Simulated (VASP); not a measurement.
The system is GaTe3W.

```
CELL_PARAMETERS angstrom
3.80979 0.00000 0.00000
0.00000 3.80979 0.00000
0.00000 0.00000 8.90607
ATOMIC_POSITIONS crystal
Ga 0.50000 0.50000 0.00000
Te 0.00000 0.00000 0.29118
Te 0.00000 0.00000 0.70882
Te 0.50000 0.50000 0.50000
W 0.00000 0.00000 0.00000
```

The cell was built from a structure type or drawn by symmetry, and may not be a known phase.

```yaml
Program: VASP 6.6.1
Task: relaxation of cell and atoms
Functional: PBE
Potentials_or_basis: VASP PAW PBE potentials, release 64 (Ga_d, Te, W_sv)
Cutoff: 600 eV
k_mesh: 10 × 10 × 4
Occupations: gaussian, width 0.1 eV
Spin: no spin polarisation
```

At the start: pressure -0.5 GPa; volume 25.85 Å³/atom.

Problem. How do energy, volume and symmetry change on relaxing?

Solution. Over 8 steps the energy falls by 5.0 meV/atom and the volume is 25.52 Å³/atom (-1.3 %); space group P4/mmm (No. 123, to 0.1 Å) before and after.

The path:
| step | energy change (eV) | largest force (eV/Å) | pressure (GPa) | volume (Å³) |
| --- | --- | --- | --- | --- |
| 1 | 0.0000 | 0.1234 | -0.53 | 129.27 |
| 2 | -0.0193 | 0.2472 | -0.30 | 127.65 |
| 3 | -0.0197 | 0.2002 | -0.34 | 127.87 |
| 4 | -0.0220 | 0.0693 | 0.44 | 126.70 |
| 5 | -0.0221 | 0.0961 | 0.28 | 126.93 |
| 6 | -0.0240 | 0.0499 | 0.17 | 127.21 |
| 7 | -0.0249 | 0.0080 | 0.01 | 127.58 |
| 8 | -0.0249 | 0.0099 | 0.00 | 127.59 |

Final structure:
```
Ga Te W
1.0
     3.75620    0.00000    0.00000
     0.00000    3.75620    0.00000
     0.00000    0.00000    9.04344
Ga Te W
1 3 1
Direct
  0.50000 0.50000 0.00000
  0.00000 0.00000 0.28896
  0.00000 0.00000 0.71104
  0.50000 0.50000 0.50000
  0.00000 0.00000 0.00000
```
